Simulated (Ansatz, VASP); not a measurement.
# Zn3F in VASP and in Ansatz

```xyz
4
Lattice="-1.9479 1.9479 3.9019 1.9479 -1.9479 3.9019 1.9479 1.9479 -3.9019" Properties=species:S:1:pos:R:3 pbc="T T T"
Zn    0.0000    0.0000    3.9019
Zn    0.0000    1.9479    1.9510
Zn    1.9479    0.0000    1.9510
F     0.0000    0.0000    0.0000
```

Change from the starting cell: species swapped into the FeNi3 type (I4/mmm, No. 139).

Alike in both runs: task single point; functional PBE; k mesh 6 × 6 × 6; occupations gaussian, width 0.1 eV; no spin polarisation.

```csv
,VASP,Ansatz
version,VASP 6.6.1,Ansatz 0.2.0
potentials or method,"VASP PAW PBE potentials, release 64 (Zn, F), cutoff 520 eV","scalar-relativistic, plane waves, PAW"
valence electrons in the cell,43,43
```

|  | VASP | Ansatz | Ansatz less VASP |
| --- | --- | --- | --- |
| gap on the k mesh at the Fermi level (eV) | none | none | - |
| pressure (GPa) | 0.5 | 0.4 | -0.10 |
| traceless stress, the component that is largest in VASP (GPa) | 2.41 | 2.38 | -0.029 |

A gap of «none» marks a metal or a gap that the smearing closes. The functional is the same, so the differences come from potentials, cutoffs and numerics.

The k mesh is coarse, so the values compare programs but aren't converged.
